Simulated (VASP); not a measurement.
Runs of VASP 6.6.1 on BP. The structure is that of space group F-43m (No. 216), or close to it. The cells are those of the table. 

```tsv
task	cell	gap on the mesh (eV)	pressure (GPa)
electric field gradients	a = 3.272 Å, angles 60.0°, 2 atoms	1.25	-13.4
single point	a = 3.220 Å, angles 60.0°, 2 atoms	1.20	(a)
single point	a = 3.198 Å, angles 60.0°, 2 atoms	1.17	-3.7
electric field gradients	a = 3.198 Å, angles 60.0°, 2 atoms	1.17	-3.7
```

Alike in all rows: level LDA; potentials or basis VASP PAW LDA potentials, release 64 (B, P); no spin polarisation; k mesh 12 × 12 × 12; cutoff (eV) 520; smearing fermi-dirac 0.08 eV.

Q: Fill in the values left out.

A: (a) -6.8.

A k mesh can miss the band edges.
